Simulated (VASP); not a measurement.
# Si16C (a cell with a defect) in VASP: single point with r2SCAN+D3(BJ)

Aim: the single point of Si16C (a cell with a defect) with r2SCAN+D3(BJ).

Everything below comes from runs of VASP 6.6.1. Logs are shortened: lines on timing, memory, paths and dates and some standing lists are left out, and cuts for length are marked.

## Step 1: The cell of the first run

The cell holds a defect, 17 atoms: a = 7.679 Å, b = 7.679 Å, c = 7.679 Å, α = 60.00°, β = 60.00°, γ = 60.00°.

## Step 2: Single point, r2SCAN+D3(BJ), collinear spin

Input file POSCAR:

```
Si16C
1.0
    0.0000000000      5.4300000000      5.4300000000
    5.4300000000      0.0000000000      5.4300000000
    5.4300000000      5.4300000000      0.0000000000
Si C
16 1
Direct
   -0.0265612835      0.0451284343     -0.0164506475
    0.1615886395      0.0691833500      0.2008207210
   -0.0178510927     -0.0182272925      0.5546027859
    0.1233932367      0.1393291010      0.6178346059
   -0.0269902261      0.4979986602     -0.0164057836
    0.0971645639      0.6469180187      0.1087624318
   -0.0102112044      0.5134313050      0.4829009597
    0.1227124998      0.6198451040      0.6177374942
    0.5093591289     -0.0017513241     -0.0059179234
    0.6066500511      0.1421802862      0.1191737520
    0.4965767308      0.0047826840      0.4923358033
    0.6128452944      0.1334624007      0.6203700282
    0.4716469273      0.5160329944     -0.0041627405
    0.6061078139      0.6320946339      0.1192167477
    0.4959540496      0.5065040597      0.4923134022
    0.6152537990      0.6311928586      0.6219211325
    0.9788987716      0.2291484259      0.0627453306
```

Input file INCAR.step1:

```
SYSTEM = Si16C
PREC = Accurate ; ENCUT = 520
ISMEAR = -1 ; SIGMA = 0.02
LREAL = Auto ; LASPH = .TRUE.
NELM = 150 ; ISPIN = 2
MAGMOM = 0 0 0 0 0 0 0 0 0 0 0 0 0 0 0 0 1 ; NBANDS = 52
GGA = PE ; ALGO = Normal
EDIFF = 1E-4 ; LWAVE = .TRUE.
LCHARG = .FALSE.
```

Input file INCAR.step2:

```
SYSTEM = Si16C
PREC = Accurate ; ENCUT = 520
EDIFF = 1E-6 ; ISMEAR = -1
SIGMA = 0.02 ; LREAL = Auto
LASPH = .TRUE. ; NELM = 150
ALGO = Normal ; ISIF = 2
LWAVE = .FALSE. ; LCHARG = .FALSE.
ISPIN = 2 ; MAGMOM = 0 0 0 0 0 0 0 0 0 0 0 0 0 0 0 0 1
LORBIT = 11 ; METAGGA = R2SCAN
LMIXTAU = .TRUE. ; IVDW = 12
VDW_S6 = 1.0 ; VDW_S8 = 0.78981345
VDW_A1 = 0.49484001 ; VDW_A2 = 5.73083694
NBANDS = 52 ; ISTART = 1
```

Input file KPOINTS:

```
regular mesh
0
G
  2 2 2
  0 0 0
```

Potentials or basis: VASP PAW PBE potentials, release 64 (Si, C).

On the command line:

```
cat potpaw_PBE.64/Si/POTCAR potpaw_PBE.64/C/POTCAR > POTCAR
cp INCAR.step1 INCAR
mpirun -np 1 vasp_std > vasp.out
cp INCAR.step2 INCAR
mpirun -np 1 vasp_std > vasp.out
```

OUTCAR:

```text
SYSTEM = Si16C
   PREC = Accurate
   ENCUT = 520
   EDIFF = 1E-6
   ISMEAR = -1
   LREAL = Auto
   LASPH = .TRUE.
   NELM = 150
   ISIF = 2
   ISPIN = 2
   LORBIT = 11
   METAGGA = R2SCAN
   IVDW = 12
   ISTART = 1
 IVDW          = 12

 ion  position               nearest neighbor table
   1  0.973  0.045  0.984-  17 1.82   4 2.30  10 2.31   6 2.50   2 2.81
   2  0.162  0.069  0.201-  17 1.75   3 2.26   9 2.26   5 2.81   1 2.81
   3  0.982  0.982  0.555-   2 2.26   8 2.30   4 2.30  12 2.35
   4  0.123  0.139  0.618-   3 2.30   1 2.30  11 2.34   7 2.35
   5  0.973  0.498  0.984-  17 1.82   8 2.30  14 2.31   6 2.50   2 2.81
   6  0.097  0.647  0.109-   7 2.35  13 2.35   1 2.50   5 2.50
   7  0.990  0.513  0.483-   6 2.35   4 2.35   8 2.35  16 2.35
   8  0.123  0.620  0.618-   3 2.30   5 2.30  15 2.34   7 2.35
   9  0.509  0.998  0.994-   2 2.26  14 2.30  10 2.30  12 2.35
  10  0.607  0.142  0.119-   9 2.30   1 2.31  11 2.34  13 2.35
  11  0.497  0.005  0.492-  12 2.34   4 2.34  10 2.34  16 2.34
  12  0.613  0.133  0.620-  11 2.34  15 2.34   3 2.35   9 2.35
  13  0.472  0.516  0.996-  10 2.35  14 2.35  16 2.35   6 2.35
  14  0.606  0.632  0.119-   9 2.30   5 2.31  15 2.34  13 2.35
  15  0.496  0.507  0.492-  12 2.34   8 2.34  14 2.34  16 2.34
  16  0.615  0.631  0.622-  15 2.34  11 2.34  13 2.35   7 2.35
  17  0.979  0.229  0.063-   2 1.75   1 1.82   5 1.82

  LATTYP: Found a face centered cubic cell.
 ALAT       =    10.8600000000

  Lattice vectors:

 A1 = (   0.0000000000,   5.4300000000,   5.4300000000)
 A2 = (   5.4300000000,   0.0000000000,   5.4300000000)
 A3 = (   5.4300000000,   5.4300000000,   0.0000000000)

Analysis of symmetry for initial positions (statically):
=====================================================================
 Subroutine PRICEL returns:
 Original cell was already a primitive cell.

 Routine SETGRP: Setting up the symmetry group for a
 face centered cubic supercell.

 Subroutine GETGRP returns: Found  1 space group operations
 (whereof  1 operations were pure point group operations)
 out of a pool of 48 trial point group operations.

The static configuration has the point symmetry C_1 .

Analysis of symmetry for dynamics (positions and initial velocities):
=====================================================================
 Subroutine PRICEL returns:
 Original cell was already a primitive cell.

 Routine SETGRP: Setting up the symmetry group for a
 face centered cubic supercell.

 Subroutine GETGRP returns: Found  1 space group operations
 (whereof  1 operations were pure point group operations)
 out of a pool of 48 trial point group operations.

The dynamic configuration has the point symmetry C_1 .

Analysis of structural, dynamic, and magnetic symmetry:
=====================================================================
 Subroutine PRICEL returns:
 Original cell was already a primitive cell.

 Routine SETGRP: Setting up the symmetry group for a
 face centered cubic supercell.

 Subroutine GETGRP returns: Found  1 space group operations
 (whereof  1 operations were pure point group operations)
 out of a pool of 48 trial point group operations.

The overall configuration has the point symmetry C_1 .

 Subroutine INISYM returns: Found  1 space group operations
 (whereof  1 operations are pure point group operations),
 and found     1 'primitive' translations

----------------------------------------------------------------------------------------

                                     Primitive cell

  volume of cell :     320.2060

  direct lattice vectors                    reciprocal lattice vectors
     0.000000000  5.430000000  5.430000000    -0.092081031  0.092081031  0.092081031
     5.430000000  0.000000000  5.430000000     0.092081031 -0.092081031  0.092081031
     5.430000000  5.430000000  0.000000000     0.092081031  0.092081031 -0.092081031

  length of vectors
     7.679179644  7.679179644  7.679179644     0.159489025  0.159489025  0.159489025

  position of ions in fractional coordinates (direct lattice)
     0.973438716  0.045128434  0.983549352
     0.161588640  0.069183350  0.200820721
     0.982148907  0.981772707  0.554602786
     0.123393237  0.139329101  0.617834606
     0.973009774  0.497998660  0.983594216
     0.097164564  0.646918019  0.108762432
[... 9 lines left out ...]
     0.615253799  0.631192859  0.621921132
     0.978898772  0.229148426  0.062745331

  ion indices of the primitive-cell ions
   primitive index   ion index
                 1           1
                 2           2
                 3           3
                 4           4
                 5           5
                 6           6
[... 9 lines left out ...]
                16          16
                17          17

----------------------------------------------------------------------------------------
[... 27 lines left out ...]
  0.000000  0.000000  0.000000      1.000000
  0.500000  0.000000  0.000000      1.000000
  0.000000  0.500000  0.000000      1.000000
  0.000000  0.000000  0.500000      1.000000
  0.500000  0.500000  0.500000      1.000000
  0.500000  0.500000  0.000000      1.000000
  0.000000  0.500000  0.500000      1.000000
  0.500000  0.000000  0.500000      1.000000
   k-points           NKPTS =      8   k-points in BZ     NKDIM =      8   number of bands    NBANDS=     52
   number of dos      NEDOS =    301   number of ions     NIONS =     17
   total plane-waves  NPLWV = 216000
   dimension x,y,z NGX =    60 NGY =   60 NGZ =   60
   dimension x,y,z NGXF=   120 NGYF=  120 NGZF=  120
   ions per type =              16   1
   NGX,Y,Z   is equivalent  to a cutoff of  12.99, 12.99, 12.99 a.u.
   NGXF,Y,Z  is equivalent  to a cutoff of  25.98, 25.98, 25.98 a.u.
 SYSTEM =  Si16C
   PREC   = accura    normal or accurate (medium, high low for compatibility)
   ISTART =      1    job   : 0-new  1-cont  2-samecut
   ICHARG =      0    charge: 1-file 2-atom 10-const
   ISPIN  =      2    spin polarized calculation?
   LNONCOLLINEAR =      F non collinear calculations
   LSORBIT =      F    spin-orbit coupling
   LASPH  =      T    aspherical Exc in radial PAW
   ENCUT  =  520.0 eV  38.22 Ry    6.18 a.u.  14.28 14.28 14.28*2*pi/ulx,y,z
   NELM   =    150;   NELMIN=  2; NELMDL=  0     # of ELM steps
   EDIFF  = 0.1E-05   stopping-criterion for ELM
   LREAL  =      T    real-space projection
   EDIFFG = 0.1E-04   stopping-criterion for IOM
   NSW    =      0    number of steps for IOM
   IBRION =     -1    ionic relax: 0-MD 1-quasi-New 2-CG
   NFREE  =      0    steps in history (QN), initial steepest desc. (CG)
   ISIF   =      2    stress and relaxation
   ISYM   =      2    0-nonsym 1-usesym 2-fastsym
   POTIM  = 0.5000    time-step for ionic-motion
   TEBEG  =    0.0;   TEEND  =   0.0 temperature during run
   PSTRESS=    0.0 pullay stress
   NELECT =      68.0000    total number of electrons
   NUPDOWN=      -1.0000    fix difference up-down
   EMIN   =  10.00;   EMAX   =-10.00  energy-range for DOS
   EFERMI =   0.00;   METHOD = LEGACY
   ISMEAR =    -1;   SIGMA  =   0.02  broadening in eV -4-tet -1-fermi 0-gaus
   EFERMI_NEDOS =   21; number of points for ismear=-14 and -15
   IALGO  =     38    algorithm
   IMIX   =      4    mixing-type and parameters
     AMIX     =   0.40;   BMIX     =  1.00
     AMIX_MAG =   1.60;   BMIX_MAG =  1.00
  volume/ion in A,a.u.               =      18.84       127.11
  Fermi-wavevector in a.u.,A,eV,Ry     =   0.976715  1.845724 12.979587  0.953973
  Thomas-Fermi vector in A             =   2.107356
   LORBIT       =     11    0 simple, 1 ext, 2 COOP (PROOUT), +10 PAW based schemes
   METAGGA = R2SCAN    functional components
   LHFCALC =     F    Hartree Fock is set to
   AEXX    =    0.0000 exact exchange contribution
   IVDW    =    12    specifies the selected vdW correction
   LEPSILON=     F    determine dielectric tensor
   LRPA    =     F    only Hartree local field effects (RPA)
 spin polarized calculation
  energy-cutoff  :      520.00
  volume of cell :      320.21
 maximum number of plane-waves:      8646
 NGX is ok and might be reduce to    60
   NGX = 29   NGY = 29   NGZ = 29

 number of electron      67.9999999 magnetization      -0.0000011

 number of electron      67.9999999 magnetization       0.0000000

 Free energy of the ion-electron system (eV)
  ---------------------------------------------------
  ext. energy  EPLUGINS =         0.00000000
  ---------------------------------------------------
  free energy    TOTEN  =      -145.36406691 eV

  energy without entropy =     -145.36329350  energy(sigma->0) =     -145.36368021

 E-fermi :   6.3778     XC(G=0): -10.0009

 val. band max:        6.2929674105   @ k =   0.0000   0.0000   0.5000
 cond. band min:       6.4619628990   @ k =   0.0000   0.0000   0.0000
 fundamental gap:      0.1689954885
 Fermi energy:         6.3777630753

 spin component 1

 k-point     1 :       0.0000    0.0000    0.0000
  band No.  band energies     occupation
      1      -7.9282      1.00000
      2      -6.0049      1.00000
      3      -4.4103      1.00000
      4      -4.3591      1.00000
      5      -4.2885      1.00000
      6      -3.4450      1.00000
[... 381 lines left out ...]
     45      10.5688      0.00000
     46      10.6445      0.00000
 Fermi energy:         6.3777630753

 spin component 2

 k-point     1 :       0.0000    0.0000    0.0000
  band No.  band energies     occupation
      1      -7.9282      1.00000
      2      -6.0049      1.00000
      3      -4.4103      1.00000
      4      -4.3591      1.00000
      5      -4.2885      1.00000
      6      -3.4450      1.00000
[... 381 lines left out ...]
     45      10.5688      0.00000
     46      10.6445      0.00000
 [bands above 46 left out]

------------------------ aborting loop because EDIFF is reached ----------------------------------------

 Edisp (eV)   -2.50264

 E8    (eV) :    -0.7872

  FORCE on cell =-STRESS in cart. coord.  units (eV):
  Direction    XX          YY          ZZ          XY          YZ          ZX
  --------------------------------------------------------------------------------------
  -------------------------------------------------------------------------------------
  Total       1.21331    11.09900     1.20148     0.29606    -0.29718    -2.45930
  in kB       6.07090    55.53476     6.01169     1.48134    -1.48694   -12.30529
  external pressure =       22.54 kB  Pullay stress =        0.00 kB

 VOLUME and BASIS-vectors are now :
 -----------------------------------------------------------------------------
  energy-cutoff  :      520.00
  volume of cell :      320.21
      direct lattice vectors                 reciprocal lattice vectors
     0.000000000  5.430000000  5.430000000    -0.092081031  0.092081031  0.092081031
     5.430000000  0.000000000  5.430000000     0.092081031 -0.092081031  0.092081031
     5.430000000  5.430000000  0.000000000     0.092081031  0.092081031 -0.092081031

 POSITION                                       TOTAL-FORCE (eV/Angst)
 -----------------------------------------------------------------------------------
      5.58572     10.62645      5.53082        -0.009220     -0.012188     -0.006957
      1.46612      1.96788      1.25309         0.000691      0.022861     -0.005950
      8.34252      8.34456     10.66409        -0.013832     -0.010297      0.014606
      4.11140      4.02487      1.42658        -0.002728     -0.003583     -0.011823
      8.04505     10.62436      7.98758         0.007461     -0.016427      0.008830
      4.10334      1.11818      4.04037        -0.004376      0.014093     -0.001229
[... 9 lines left out ...]
      6.80441      6.71786      6.76821         0.003944      0.000615     -0.001116
      1.58498      5.65613      6.55970        -0.002079     -0.005875      0.009518
 -----------------------------------------------------------------------------------
    total drift:                                0.001384      0.010594      0.001122

  FREE ENERGIE OF THE ION-ELECTRON SYSTEM (eV)
  ---------------------------------------------------
  free  energy   TOTEN  =      -147.8667075445 eV

  energy  without entropy=     -147.8659341340  energy(sigma->0) =     -147.86632084

 total charge

# of ion       s       p       d       tot
------------------------------------------
    1        0.741   0.946   0.000   1.687
    2        0.785   0.961   0.000   1.746
    3        0.745   1.008   0.000   1.753
    4        0.744   0.988   0.000   1.732
    5        0.741   0.946   0.000   1.687
    6        0.745   0.920   0.000   1.665
[... 9 lines left out ...]
   16        0.733   0.984   0.000   1.717
   17        0.894   1.628   0.000   2.523
--------------------------------------------------
tot         12.793  17.230   0.000  30.022

 magnetization (x)

# of ion       s       p       d       tot
------------------------------------------
    1        0.000   0.000   0.000   0.000
    2        0.000   0.000   0.000   0.000
    3        0.000   0.000   0.000   0.000
    4        0.000   0.000   0.000   0.000
    5        0.000   0.000   0.000   0.000
    6       -0.000  -0.000   0.000  -0.000
[... 9 lines left out ...]
   16        0.000   0.000   0.000   0.000
   17       -0.000  -0.000   0.000  -0.000
--------------------------------------------------
tot          0.000   0.000   0.000   0.000
```

Wall time 11 min (1 thread of Intel Xeon 6975P-C (Granite Rapids), shared host); peak memory 0.82 GiB.

What came out:

```yaml
Free_energy: -147.8667 eV
Pressure: 2.3 GPa
Largest_force: 0.024 eV/Å
Band_gap_on_the_k_mesh: zero (filled and empty bands overlap)
Net_moment: 0.00 μB per cell
Valence_electrons_inside_the_program's_atomic_spheres: Si 1.69, 1.75, 1.73, 1.67, 1.71, 1.76, 1.72 (each value once); C 2.52
Dispersion_energy_per_atom: -0.147 eV
```

Forces in eV/Å, atoms in the order of the input:
```
Si  -0.009 -0.012 -0.007
Si   0.001  0.023 -0.006
Si  -0.014 -0.010  0.015
Si  -0.003 -0.004 -0.012
Si   0.007 -0.016  0.009
Si  -0.004  0.014 -0.001
Si   0.005  0.004  0.000
Si   0.007  0.008 -0.001
Si   0.015  0.004 -0.008
Si  -0.004 -0.004 -0.008
Si   0.000 -0.006  0.003
Si   0.001  0.001  0.000
Si   0.001  0.004  0.004
Si  -0.004  0.002  0.007
Si  -0.001 -0.001 -0.003
Si   0.004  0.001 -0.001
C   -0.002 -0.006  0.010
```

Caveat: the k points lie up to 0.50 Å⁻¹ apart, too coarse for converged energies and pressures of a metal; the PAW data sets were made with another functional, which shifts forces and pressure a little.
